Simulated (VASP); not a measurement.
# BP (F-43m) in VASP: further runs

BP is run at these levels: PBEsol; tasks: relaxation of cell and atoms.

Everything below comes from runs of VASP 6.6.1. Logs are shortened: lines on timing, memory, paths and dates and some standing lists are left out, and cuts for length are marked.

## Step 1: The cell of the first run

Symmetry: F-43m, No. 216, cubic system. The conventional cell has a = 4.538 Å, b = 4.538 Å, c = 4.538 Å, α = 90.00°, β = 90.00°, γ = 90.00°. P (site symmetry -43m) has 4 B at 1.97 Å within 2.6 Å. B (site symmetry -43m) has 4 P at 1.97 Å within 2.6 Å.

## Step 2: Relaxation of cell and atoms, PBEsol, target pressure 5 GPa, at which the enthalpy is minimised

INCAR

```
PREC = Accurate ; ENCUT = 600
EDIFF = 1E-7 ; ISMEAR = -1
SIGMA = 0.05 ; LREAL = False
LASPH = True ; NELM = 100
ALGO = Normal ; ISIF = 3
LWAVE = False ; LCHARG = False
GGA = PS ; IBRION = 2
NSW = 80 ; EDIFFG = -0.02
PSTRESS = 50.0
```

KPOINTS

```
Automatic mesh
0
Gamma
  10 10 10
```

POSCAR

```
BP
1.0
    0.0000000000      2.2690000000      2.2690000000
    2.2690000000      0.0000000000      2.2690000000
    2.2690000000      2.2690000000      0.0000000000
P B
1 1
Direct
    0.7500000000      0.7500000000      0.7500000000
    0.0000000000      0.0000000000      0.0000000000
```

Potentials or basis: VASP PAW PBE potentials, release 64 (P, B).

On the command line:

```console
$ cat potpaw_PBE.64/P/POTCAR potpaw_PBE.64/B/POTCAR > POTCAR
$ mpirun -np 1 vasp_std > vasp.out
```

OUTCAR:

```text
PREC = Accurate
   ENCUT = 600
   EDIFF = 1E-7
   ISMEAR = -1
   LREAL = False
   LASPH = True
   NELM = 100
   ISIF = 3
   GGA = PS
   IBRION = 2
   NSW = 80
   EDIFFG = -0.02
   PSTRESS = 50.0

 ion  position               nearest neighbor table
   1  0.750  0.750  0.750-   2 1.97   2 1.97   2 1.97   2 1.97
   2  0.000  0.000  0.000-   1 1.97   1 1.97   1 1.97   1 1.97

  LATTYP: Found a face centered cubic cell.
 ALAT       =     4.5380000000

  Lattice vectors:

 A1 = (   0.0000000000,   2.2690000000,   2.2690000000)
 A2 = (   2.2690000000,   0.0000000000,   2.2690000000)
 A3 = (   2.2690000000,   2.2690000000,   0.0000000000)

Analysis of symmetry for initial positions (statically):
=====================================================================
 Subroutine PRICEL returns:
 Original cell was already a primitive cell.

 Routine SETGRP: Setting up the symmetry group for a
 face centered cubic supercell.

 Subroutine GETGRP returns: Found 24 space group operations
 (whereof 24 operations were pure point group operations)
 out of a pool of 48 trial point group operations.

The static configuration has the point symmetry T_d .

Analysis of symmetry for dynamics (positions and initial velocities):
=====================================================================
 Subroutine PRICEL returns:
 Original cell was already a primitive cell.

 Routine SETGRP: Setting up the symmetry group for a
 face centered cubic supercell.

 Subroutine GETGRP returns: Found 24 space group operations
 (whereof 24 operations were pure point group operations)
 out of a pool of 48 trial point group operations.

The dynamic configuration has the point symmetry T_d .

 Subroutine INISYM returns: Found 24 space group operations
 (whereof 24 operations are pure point group operations),
 and found     1 'primitive' translations

----------------------------------------------------------------------------------------

                                     Primitive cell

  volume of cell :      23.3633

  direct lattice vectors                    reciprocal lattice vectors
     0.000000000  2.269000000  2.269000000    -0.220361393  0.220361393  0.220361393
     2.269000000  0.000000000  2.269000000     0.220361393 -0.220361393  0.220361393
     2.269000000  2.269000000  0.000000000     0.220361393  0.220361393 -0.220361393

[... 94 lines left out ...]
   NELECT =       8.0000    total number of electrons
   NUPDOWN=      -1.0000    fix difference up-down
   EMIN   =  10.00;   EMAX   =-10.00  energy-range for DOS
   EFERMI =   0.00;   METHOD = LEGACY
   ISMEAR =    -1;   SIGMA  =   0.05  broadening in eV -4-tet -1-fermi 0-gaus
   EFERMI_NEDOS =   21; number of points for ismear=-14 and -15
   IALGO  =     38    algorithm
   IMIX   =      4    mixing-type and parameters
     AMIX     =   0.40;   BMIX     =  1.00
     AMIX_MAG =   1.60;   BMIX_MAG =  1.00
  volume/ion in A,a.u.               =      11.68        78.83
  Fermi-wavevector in a.u.,A,eV,Ry     =   1.145320  2.164342 17.847562  1.311759
  Thomas-Fermi vector in A             =   2.282009
   LORBIT       =      0    0 simple, 1 ext, 2 COOP (PROOUT), +10 PAW based schemes
   GGA     = PS    functional components
   LHFCALC =     F    Hartree Fock is set to
   AEXX    =    0.0000 exact exchange contribution
   IVDW    =     0    specifies the selected vdW correction
   LEPSILON=     F    determine dielectric tensor
   LRPA    =     F    only Hartree local field effects (RPA)
 conjugate gradient relaxation of ions
 non-spin polarized calculation
  energy-cutoff  :      600.00
  volume of cell :       23.36
 maximum number of plane-waves:       794
 NGX is ok and might be reduce to    28
   NGX = 13   NGY = 13   NGZ = 13

--------------------------------------- Ionic step        1  -------------------------------------------

 number of electron       8.0000000 magnetization

 Free energy of the ion-electron system (eV)
  ---------------------------------------------------
  ext. energy  EPLUGINS =         0.00000000
  ---------------------------------------------------
  free energy    TOTEN  =       -13.67383588 eV

  energy without entropy =      -13.67383574  energy(sigma->0) =      -13.67383581

------------------------ aborting loop because EDIFF is reached ----------------------------------------

  FORCE on cell =-STRESS in cart. coord.  units (eV):
  Direction    XX          YY          ZZ          XY          YZ          ZX
  --------------------------------------------------------------------------------------
  -------------------------------------------------------------------------------------
  Total       -0.2701104     -0.2701104     -0.2701104     -0.0000000      0.0000000      0.0000000
  in kB      -18.5232990    -18.5232990    -18.5232990     -0.0000000      0.0000000      0.0000000
  external PRESSURE =     -68.5232990 kB  Pullay stress =      50.0000000 kB
[... 63 lines left out ...]
--------------------------------------- Ionic step        3  -------------------------------------------

 number of electron       8.0000001 magnetization

 Free energy of the ion-electron system (eV)
  ---------------------------------------------------
  ext. energy  EPLUGINS =         0.00000000
  ---------------------------------------------------
  free energy    TOTEN  =       -13.66573584 eV

  energy without entropy =      -13.66573562  energy(sigma->0) =      -13.66573573

 E-fermi :   8.3928     XC(G=0): -11.2109

 val. band max:        7.8725570033   @ k =   0.0000   0.0000   0.0000
 cond. band min:       8.9524536127   @ k =   0.4000   0.4000   0.0000
 fundamental gap:      1.0798966094
 Fermi energy:         8.3928080725

 k-point     1 :       0.0000    0.0000    0.0000
  band No.  band energies     occupation
      1      -7.9777      2.00000
      2       7.8726      1.99994
      3       7.8726      1.99994
      4       7.8726      1.99994
      5      11.2900      0.00000
      6      11.2900      0.00000
      7      11.2900      0.00000
      8      15.8133      0.00000
[... 243 lines left out ...]
 k-point    24 :       0.4000    0.3000    0.0000
  band No.  band energies     occupation
      1      -4.9236      2.00000
      2       1.6235      2.00000
      3       3.6369      2.00000
      4       4.2060      2.00000
      5       9.5552      0.00000
      6      11.3576      0.00000
      7      17.5780      0.00000
      8      17.6122      0.00000

 [... further k-points ...]

------------------------ aborting loop because EDIFF is reached ----------------------------------------

  FORCE on cell =-STRESS in cart. coord.  units (eV):
  Direction    XX          YY          ZZ          XY          YZ          ZX
  --------------------------------------------------------------------------------------
  -------------------------------------------------------------------------------------
  Total        0.6973125      0.6973125      0.6973125      0.0000000     -0.0000000      0.0000000
  in kB       49.7229195     49.7229195     49.7229195      0.0000000     -0.0000000      0.0000000
  external PRESSURE =      -0.2770805 kB  Pullay stress =      50.0000000 kB
[... 21 lines left out ...]
  energy  without entropy=      -13.6657356183  energy(sigma->0) =      -13.66573573

  enthalpy is  TOTEN    =       -12.9645375331 eV   P V=        0.7011983091

 reached required accuracy - stopping structural energy minimisation
```

CONTCAR:

```text
BP
   1.00000000000000
    -0.0000000000000000    2.2396688729443421    2.2396688729443421
     2.2396688729443421    0.0000000000000000    2.2396688729443421
     2.2396688729443421    2.2396688729443421   -0.0000000000000000
  P               B
     1     1
Direct
     0.7500000000000000    0.7500000000000000    0.7500000000000000
     0.0000000000000000    0.0000000000000000    0.0000000000000000

  0.00000000E+00  0.00000000E+00  0.00000000E+00
  0.00000000E+00  0.00000000E+00  0.00000000E+00
```

Run time: 30 s. Hardware: 1 thread of Intel Xeon 8259CL, shared host; peak memory 0.16 GiB.

Results:

```yaml
Free_energy: -13.6657 eV
Relaxed_volume: 11.23 Å³/atom
Relaxed_cell: a = 3.167 Å, b = 3.167 Å, c = 3.167 Å, α = 60.00°, β = 60.00°, γ = 60.00°
Space_group_after_relaxing_to_0.1_Å: F-43m (No. 216)
Energy_change_on_relaxing_the_run_minimises_the_enthalpy: +4.1 meV/atom
Ionic_steps: 3
Pressure_after_relaxing: 5.0 GPa
Band_gap_on_the_k_mesh: 1.08 eV (least direct gap 3.42 eV)
```

The path:
| step | energy change (eV) | largest force (eV/Å) | pressure (GPa) | volume (Å³) |
| --- | --- | --- | --- | --- |
| 1 | 0.0000 | 0.0000 | -1.85 | 23.36 |
| 2 | 0.0471 | 0.0000 | 11.80 | 21.71 |
| 3 | 0.0081 | 0.0000 | 4.97 | 22.47 |

Final structure:
```cif
data_structure
_symmetry_space_group_name_H-M 'P 1'
_symmetry_Int_Tables_number 1
_cell_length_a 3.1674
_cell_length_b 3.1674
_cell_length_c 3.1674
_cell_angle_alpha 60.000
_cell_angle_beta 60.000
_cell_angle_gamma 60.000
_cell_volume 22.47
loop_
_atom_site_label
_atom_site_type_symbol
_atom_site_fract_x
_atom_site_fract_y
_atom_site_fract_z
_atom_site_occupancy
P1 P 0.75000 0.75000 0.75000 1
B1 B 0.00000 0.00000 0.00000 1
```

Caveat: the cell is relaxed towards a set pressure, so the run minimises the enthalpy, not the energy; the PAW data sets were made with another functional, which shifts forces and pressure a little.

## Step 3: Relaxation of cell and atoms, PBEsol, target pressure 10 GPa, at which the enthalpy is minimised

INCAR

```
SYSTEM = BP
  PREC = Accurate
  ENCUT = 600
  EDIFF = 1E-7
  ISMEAR = -1
  SIGMA = 0.05
  LREAL = .False.
  LASPH = .True.
  NELM = 80
  ALGO = Normal
  ISIF = 3
  LWAVE = .False.
  LCHARG = .False.
  GGA = PS
  IBRION = 2
  NSW = 80
  EDIFFG = -0.02
  PSTRESS = 100.0
```

KPOINTS

```
regular mesh
0
Gamma
  10 10 10
  0 0 0
```

POSCAR is that of step 2.

Potentials or basis: VASP PAW PBE potentials, release 64 (P, B).

On the command line:

```console
$ cat potpaw_PBE.64/P/POTCAR potpaw_PBE.64/B/POTCAR > POTCAR
$ mpirun -np 1 vasp_std > vasp.out
```

Run time: 45 s. Hardware: 1 thread of Intel Xeon 8259CL, shared host; peak memory 0.16 GiB.

Results (log left out):

- Free energy: -13.6403 eV
- Relaxed volume: 10.96 Å³/atom
- Relaxed cell: a = 3.141 Å, b = 3.141 Å, c = 3.141 Å, α = 60.00°, β = 60.00°, γ = 60.00°
- Space group after relaxing (to 0.1 Å): F-43m (No. 216)
- Energy change on relaxing (the run minimises the enthalpy): +16.8 meV/atom
- Ionic steps: 3
- Pressure after relaxing: 9.9 GPa
- Band gap on the k mesh: 1.05 eV (least direct gap 3.46 eV)

The path:
```
step  energy change (eV)  largest force (eV/Å)  pressure (GPa)  volume (Å³)
   1              0.0000                0.0000           -1.85        23.36
   2              0.1760                0.0000           24.53        20.56
   3              0.0335                0.0000            9.87        21.92
```

Final structure:
```xyz
2
Lattice="0.0000 2.2212 2.2212 2.2212 0.0000 2.2212 2.2212 2.2212 0.0000" Properties=species:S:1:pos:R:3 pbc="T T T"
P     3.3317    3.3317    3.3317
B     0.0000    0.0000    0.0000
```

Levels at points of the mesh, in eV from the valence-band top:
```csv
k point,band 1,band 2,band 3,band 4,band 5,band 6,band 7,band 8
"(0.00, 0.00, 0.00)",-16.08,0.00,0.00,0.00,3.46,3.46,3.46,8.33
"(0.50, 0.00, 0.00)",-12.48,-9.57,-1.84,-1.84,4.12,4.69,4.69,10.14
"(0.50, 0.50, 0.00)",-10.86,-8.93,-4.38,-4.38,1.10,1.46,12.70,12.70
```

Caveat: the cell is relaxed towards a set pressure, so the run minimises the enthalpy, not the energy; the PAW data sets were made with another functional, which shifts forces and pressure a little. A k mesh can miss the band edges.

## Step 4: Relaxation of cell and atoms, PBEsol, target pressure 20 GPa, at which the enthalpy is minimised

INCAR

```
PREC = Accurate
ENCUT = 600
EDIFF = 1E-7
ISMEAR = -1
SIGMA = 0.05
LREAL = F
LASPH = T
NELM = 80
ALGO = Normal
ISIF = 3
LWAVE = F
LCHARG = F
GGA = PS
IBRION = 2
NSW = 80
EDIFFG = -0.02
PSTRESS = 200.0
```

KPOINTS

```
Automatic mesh
0
Gamma
  10 10 10
```

POSCAR is that of step 3.

On the command line:

```console
$ cat potpaw_PBE.64/P/POTCAR potpaw_PBE.64/B/POTCAR > POTCAR
$ mpirun -np 1 vasp_std > vasp.out
```

Run time: 67 s. Hardware: 1 thread of Intel Xeon 8259CL, shared host; peak memory 0.16 GiB.

The run converged. Its results:

| Property | Result |
| --- | --- |
| Free energy | -13.5513 eV |
| Relaxed volume | 10.47 Å³/atom |
| Relaxed cell | a = 3.094 Å, b = 3.094 Å, c = 3.094 Å, α = 60.00°, β = 60.00°, γ = 60.00° |
| Space group after relaxing (to 0.1 Å) | F-43m (No. 216) |
| Energy change on relaxing (the run minimises the enthalpy) | +61.2 meV/atom |
| Ionic steps | 4 |
| Pressure after relaxing | 19.9 GPa |
| Band gap on the k mesh | 0.99 eV (least direct gap 3.55 eV) |

The path:
```tsv
step	energy change (eV)	largest force (eV/Å)	pressure (GPa)	volume (Å³)
1	0.0000	0.0000	-1.85	23.36
2	0.7270	0.0000	59.09	18.38
3	0.1153	0.0000	19.25	21.01
4	0.1225	0.0000	19.92	20.95
```

Final structure:
```cif
data_structure
_symmetry_space_group_name_H-M 'P 1'
_symmetry_Int_Tables_number 1
_cell_length_a 3.0942
_cell_length_b 3.0942
_cell_length_c 3.0942
_cell_angle_alpha 60.000
_cell_angle_beta 60.000
_cell_angle_gamma 60.000
_cell_volume 20.95
loop_
_atom_site_label
_atom_site_type_symbol
_atom_site_fract_x
_atom_site_fract_y
_atom_site_fract_z
_atom_site_occupancy
P1 P 0.75000 0.75000 0.75000 1
B1 B 0.00000 0.00000 0.00000 1
```

Levels at points of the mesh, in eV from the valence-band top:
| k point | band 1 | band 2 | band 3 | band 4 | band 5 | band 6 | band 7 | band 8 |
| --- | --- | --- | --- | --- | --- | --- | --- | --- |
| (0.00, 0.00, 0.00) | -16.50 | 0.00 | 0.00 | 0.00 | 3.55 | 3.55 | 3.55 | 9.04 |
| (0.50, 0.00, 0.00) | -12.72 | -9.91 | -1.89 | -1.89 | 4.41 | 4.72 | 4.72 | 10.30 |
| (0.50, 0.50, 0.00) | -11.04 | -9.17 | -4.54 | -4.54 | 1.00 | 1.43 | 13.14 | 13.14 |

Caveat: the cell is relaxed towards a set pressure, so the run minimises the enthalpy, not the energy; the PAW data sets were made with another functional, which shifts forces and pressure a little. As with any semilocal functional, this PBEsol gap is likely too small.

## Step 5: Relaxation of cell and atoms, PBEsol, target pressure 30 GPa, at which the enthalpy is minimised

INCAR

```
SYSTEM = BP
  PREC = Accurate
  ENCUT = 600
  EDIFF = 1E-6
  ISMEAR = -1
  SIGMA = 0.05
  LREAL = .FALSE.
  LASPH = .TRUE.
  NELM = 60
  ALGO = Normal
  ISIF = 3
  LWAVE = .FALSE.
  LCHARG = .FALSE.
  GGA = PS
  IBRION = 2
  NSW = 80
  EDIFFG = -0.02
  PSTRESS = 300.0
```

KPOINTS

```
regular mesh
0
G
  10 10 10
  0 0 0
```

POSCAR is that of step 4.

On the command line:

```console
$ cat potpaw_PBE.64/P/POTCAR potpaw_PBE.64/B/POTCAR > POTCAR
$ mpirun -np 1 vasp_std > vasp.out
```

Run time: 93 s. Hardware: 1 thread of Intel Xeon 8259CL, shared host; peak memory 0.16 GiB.

Results (log left out):

* Free energy: -13.4263 eV
* Relaxed volume: 10.07 Å³/atom
* Relaxed cell: a = 3.054 Å, b = 3.054 Å, c = 3.054 Å, α = 60.00°, β = 60.00°, γ = 60.00°
* Space group after relaxing (to 0.1 Å): F-43m (No. 216)
* Energy change on relaxing (the run minimises the enthalpy): +123.8 meV/atom
* Ionic steps: 7
* Pressure after relaxing: 30.0 GPa
* Band gap on the k mesh: 0.92 eV (least direct gap 3.63 eV)

The path:
```tsv
step	energy change (eV)	largest force (eV/Å)	pressure (GPa)	volume (Å³)
1	0.0000	0.0000	-1.85	23.36
2	1.7690	0.0000	109.93	16.36
3	0.2178	0.0000	27.81	20.31
4	0.2427	0.0000	29.66	20.17
5	0.2541	0.0000	30.47	20.11
6	0.2398	0.0000	29.45	20.18
7	0.2475	0.0000	30.00	20.14
```

Final structure:
```
P B
1.0
     0.00000    2.15947    2.15947
     2.15947    0.00000    2.15947
     2.15947    2.15947    0.00000
P B
1 1
Direct
  0.75000 0.75000 0.75000
  0.00000 0.00000 0.00000
```

Levels at points of the mesh, in eV from the valence-band top:
```
           k point  band 1  band 2  band 3  band 4  band 5  band 6  band 7  band 8
(0.00, 0.00, 0.00)  -16.88    0.00    0.00    0.00    3.63    3.63    3.63    9.67
(0.50, 0.00, 0.00)  -12.93  -10.21   -1.93   -1.93    4.67    4.75    4.75   10.43
(0.50, 0.50, 0.00)  -11.20   -9.39   -4.69   -4.69    0.92    1.40   13.53   13.53
```

Caveat: the cell is relaxed towards a set pressure, so the run minimises the enthalpy, not the energy; the PAW data sets were made with another functional, which shifts forces and pressure a little. A k mesh can miss the band edges.

## Step 6: The runs side by side

```tsv
cell	gap on the mesh (eV)	pressure (GPa)
relaxed to 5 GPa	1.08	5.0
relaxed to 10 GPa	1.05	9.9
relaxed to 20 GPa	0.99	19.9
relaxed to 30 GPa	0.92	30.0
```

Alike in all rows: task relaxation of cell and atoms; level PBEsol; potentials or basis VASP PAW PBE potentials, release 64 (P, B); no spin polarisation; k mesh 10 × 10 × 10; cutoff (eV) 600; smearing fermi-dirac 0.05 eV.

Caveats: the cell is relaxed towards a set pressure, so the run minimises the enthalpy, not the energy; the PAW data sets were made with another functional, which shifts forces and pressure a little.

Total energies depend on the potentials used, so only differences within one code and one set of settings carry meaning.
